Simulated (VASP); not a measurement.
# Hg (P6_3/mmc) in VASP: further runs, part 2 of 2

VASP 6.6.1. The steps go on from the part before.

## 5. Single point, PBEsol, non-collinear spin, zero start, spin-orbit coupling

File INCAR:

```
SYSTEM = Hg
PREC = Accurate
ENCUT = 520
EDIFF = 1E-6
ISMEAR = -1
SIGMA = 0.05
LREAL = .False.
LASPH = .True.
NELM = 150
ALGO = Fast
ISIF = 2
LWAVE = .False.
LCHARG = .True.
LNONCOLLINEAR = .True.
MAGMOM = 0 0 0 0 0 0
LORBIT = 11
LSORBIT = .True.
GGA_COMPAT = .False.
LORBMOM = .True.
GGA = PS
LVHAR = .True.
NBANDS = 36
```

File KPOINTS:

```
Automatic mesh
0
Gamma
  9 9 5
  0 0 0
```

File POSCAR:

```
Hg
1.0
    3.4618096384      0.0000000000      0.0000000000
   -1.7309048192      2.9980150899      0.0000000000
    0.0000000000      0.0000000000      5.4875482800
Hg
2
Direct
    0.3333333333      0.6666666667      0.2500000000
    0.6666666667      0.3333333333      0.7500000000
```

Potentials or basis: VASP PAW PBE potentials, release 64 (Hg).

The run is started by

```console
cat potpaw_PBE.64/Hg/POTCAR > POTCAR
mpirun -np 1 vasp_ncl > vasp.out
```

OUTCAR:

```text
SYSTEM = Hg
   PREC = Accurate
   ENCUT = 520
   EDIFF = 1E-6
   ISMEAR = -1
   LREAL = .False.
   LASPH = .True.
   NELM = 150
   ISIF = 2
   LNONCOLLINEAR = .True.
   LORBIT = 11
   LSORBIT = .True.
   GGA = PS

 ion  position               nearest neighbor table
   1  0.333  0.667  0.250-   2 3.39   2 3.39   2 3.39   2 3.39   2 3.39   2 3.39
   2  0.667  0.333  0.750-   1 3.39   1 3.39   1 3.39   1 3.39   1 3.39   1 3.39

  LATTYP: Found a hexagonal cell.
 ALAT       =     3.4618096384
 C/A-ratio  =     1.5851675433

  Lattice vectors:

 A1 = (   3.4618096384,   0.0000000000,   0.0000000000)
 A2 = (  -1.7309048192,   2.9980150899,   0.0000000000)
 A3 = (   0.0000000000,   0.0000000000,   5.4875482800)

Analysis of symmetry for initial positions (statically):
=====================================================================
 Subroutine PRICEL returns:
 Original cell was already a primitive cell.

 Routine SETGRP: Setting up the symmetry group for a
 hexagonal supercell.

 Subroutine GETGRP returns: Found 24 space group operations
 (whereof 12 operations were pure point group operations)
 out of a pool of 24 trial point group operations.

The static configuration has the point symmetry D_3d.
 The point group associated with its full space group is D_6h.

Analysis of symmetry for dynamics (positions and initial velocities):
=====================================================================
 Subroutine PRICEL returns:
 Original cell was already a primitive cell.

 Routine SETGRP: Setting up the symmetry group for a
 hexagonal supercell.

 Subroutine GETGRP returns: Found 24 space group operations
 (whereof 12 operations were pure point group operations)
 out of a pool of 24 trial point group operations.

The dynamic configuration has the point symmetry D_3d.
 The point group associated with its full space group is D_6h.

Analysis of structural, dynamic, and magnetic symmetry:
=====================================================================
 Subroutine PRICEL returns:
 Original cell was already a primitive cell.

[... 1152 lines left out ...]
  1         0.000  -0.000  -0.000
  2         0.000  -0.000  -0.000
 ----------------------------------------
            0.000  -0.000  -0.000

 orbital moment (z)

 # of ion     p       d       tot
 ----------------------------------------
  1         0.000   0.000   0.000
  2         0.000   0.000   0.000
 ----------------------------------------
            0.000   0.000   0.000

 Spin-Orbit-Coupling matrix elements

 Ion:    1  E_soc:     -0.4613582
 l=   1
     0.0000000    -0.0090605    -0.0086228
    -0.0090605     0.0000000    -0.0090605
    -0.0086228    -0.0090605     0.0000000
 l=   2
     0.0000000    -0.0136128     0.0000000    -0.0136128    -0.0542868
    -0.0136128     0.0000000    -0.0407789    -0.0136392    -0.0136128
     0.0000000    -0.0407789     0.0000000    -0.0407789     0.0000000
    -0.0136128    -0.0136392    -0.0407789     0.0000000    -0.0136128
    -0.0542868    -0.0136128     0.0000000    -0.0136128     0.0000000
 l=   3
     0.0000000     0.0000000     0.0000000     0.0000000     0.0000000     0.0000000     0.0000000
     0.0000000     0.0000000     0.0000000     0.0000000     0.0000000     0.0000000     0.0000000
     0.0000000     0.0000000     0.0000000     0.0000000     0.0000000     0.0000000     0.0000000
     0.0000000     0.0000000     0.0000000     0.0000000     0.0000000     0.0000000     0.0000000
     0.0000000     0.0000000     0.0000000     0.0000000     0.0000000     0.0000000     0.0000000
     0.0000000     0.0000000     0.0000000     0.0000000     0.0000000     0.0000000     0.0000000
     0.0000000     0.0000000     0.0000000     0.0000000     0.0000000     0.0000000     0.0000000

 Ion:    2  E_soc:     -0.4613582
 l=   1
     0.0000000    -0.0090605    -0.0086228
    -0.0090605     0.0000000    -0.0090605
    -0.0086228    -0.0090605     0.0000000
 l=   2
     0.0000000    -0.0136128     0.0000000    -0.0136128    -0.0542868
    -0.0136128     0.0000000    -0.0407789    -0.0136392    -0.0136128
     0.0000000    -0.0407789     0.0000000    -0.0407789     0.0000000
    -0.0136128    -0.0136392    -0.0407789     0.0000000    -0.0136128
    -0.0542868    -0.0136128     0.0000000    -0.0136128     0.0000000
 l=   3
     0.0000000     0.0000000     0.0000000     0.0000000     0.0000000     0.0000000     0.0000000
     0.0000000     0.0000000     0.0000000     0.0000000     0.0000000     0.0000000     0.0000000
     0.0000000     0.0000000     0.0000000     0.0000000     0.0000000     0.0000000     0.0000000
     0.0000000     0.0000000     0.0000000     0.0000000     0.0000000     0.0000000     0.0000000
     0.0000000     0.0000000     0.0000000     0.0000000     0.0000000     0.0000000     0.0000000
     0.0000000     0.0000000     0.0000000     0.0000000     0.0000000     0.0000000     0.0000000
     0.0000000     0.0000000     0.0000000     0.0000000     0.0000000     0.0000000     0.0000000

 total charge

# of ion       s       p       d       tot
------------------------------------------
    1        0.944   0.129   9.331  10.403
    2        0.944   0.129   9.331  10.403
--------------------------------------------------
tot          1.887   0.258  18.661  20.806

 magnetization (x)

# of ion       s       p       d       tot
------------------------------------------
    1        0.000   0.000   0.000   0.000
    2        0.000   0.000   0.000   0.000
--------------------------------------------------
tot          0.000   0.000   0.000   0.000

 magnetization (y)

# of ion       s       p       d       tot
------------------------------------------
    1        0.000   0.000   0.000   0.000
    2        0.000   0.000   0.000   0.000
--------------------------------------------------
tot          0.000   0.000   0.000   0.000

 magnetization (z)

# of ion       s       p       d       tot
------------------------------------------
    1        0.000   0.000   0.000   0.000
    2        0.000   0.000   0.000   0.000
--------------------------------------------------
tot          0.000   0.000   0.000   0.000
```

OSZICAR:

```text
N       E                     dE             d eps       ncg     rms          rms(c)
DAV:   1     0.193865521060E+03    0.19387E+03   -0.11692E+04  2592   0.126E+03
DAV:   2     0.496836492554E+01   -0.18890E+03   -0.17495E+03  2716   0.339E+02
DAV:   3    -0.149928042990E+01   -0.64676E+01   -0.63819E+01  3024   0.672E+01
DAV:   4    -0.152183184871E+01   -0.22551E-01   -0.22521E-01  2860   0.369E+00
DAV:   5    -0.152186884204E+01   -0.36993E-04   -0.36993E-04  2824   0.143E-01    0.534E+00
RMM:   6    -0.146422744107E+01    0.57641E-01   -0.14042E-01  2604   0.320E+00    0.396E+00
RMM:   7    -0.146034059735E+01    0.38868E-02   -0.24577E-02  2686   0.979E-01    0.182E+00
RMM:   8    -0.146028486887E+01    0.55728E-04   -0.15771E-03  2827   0.452E-01    0.493E-01
RMM:   9    -0.146006873317E+01    0.21614E-03   -0.63874E-04  2740   0.236E-01    0.351E-02
RMM:  10    -0.146009165369E+01   -0.22921E-04   -0.26322E-05  2816   0.393E-02    0.123E-02
RMM:  11    -0.146009283213E+01   -0.11784E-05   -0.20834E-06  2553   0.123E-02    0.417E-03
RMM:  12    -0.146009307323E+01   -0.24111E-06   -0.64534E-07  1759   0.628E-03
   1 F= -.14600931E+01 E0= -.14585426E+01  d E =-.310094E-02  mag=     0.0000     0.0000    -0.0000
```

stdout:

```text
POSCAR found type information on POSCAR Hg
 POSCAR found :  1 types and       2 ions
 scaLAPACK will be used
 -----------------------------------------------------------------------------
|                                                                             |
|                                                                             |
|     You enforced a specific xc type in the INCAR file but a different       |
|     I HOPE YOU KNOW WHAT YOU ARE DOING!                                     |
|                                                                             |
 -----------------------------------------------------------------------------

 LDA part: xc-table for (Slater+PW92), standard interpolation
 POSCAR, INCAR and KPOINTS ok, starting setup
 FFT: planning ... GRIDC
 FFT: planning ... GRID_SOFT
 FFT: planning ... GRID
 WAVECAR not read
 entering main loop
```

Run time: 4 min. Hardware: 1 thread of Intel Xeon 8259CL, shared host; peak memory 0.32 GiB.

What came out:

* Free energy: -1.4601 eV
* Pressure: -3.0 GPa
* Net moment: 0.00 μB per cell
* Valence electrons inside the program's atomic spheres: Hg 10.40

Moments on the atoms (μB; x, y, z):
```
Hg  0.00 0.00 0.00
Hg  0.00 0.00 0.00
```

Caveat: the PAW data sets were made with another functional, which shifts forces and pressure a little.

## 6. Summary

| level | potentials or basis | spin | further INCAR settings | gap on the mesh (eV) | pressure (GPa) |
| --- | --- | --- | --- | --- | --- |
| LDA | VASP PAW LDA potentials, release 64 (Hg) | off | ALGO = Fast; EDIFF = 1e-06; NBANDS = 19 | none | -4.2 |
| PBEsol | VASP PAW PBE potentials, release 64 (Hg) | off | ALGO = Fast; EDIFF = 1e-06; NBANDS = 19 | none | -2.4 |
| PBEsol | VASP PAW PBE potentials, release 64 (Hg) | non-collinear, zero start, SOC | ALGO = Fast; EDIFF = 1e-06; NBANDS = 36 | - | -3.0 |

Alike in all rows: task single point; cell as given; k mesh 9 × 9 × 5; cutoff (eV) 520; smearing fermi-dirac 0.05 eV.

Caveats: spin-orbit coupling is left out, which moves the levels of the heavy elements (at least some runs); the PAW data sets were made with another functional, which shifts forces and pressure a little (at least some runs); the cell stands under tension (at least some runs).

Absolute energies hang on the potentials; compare differences alone.
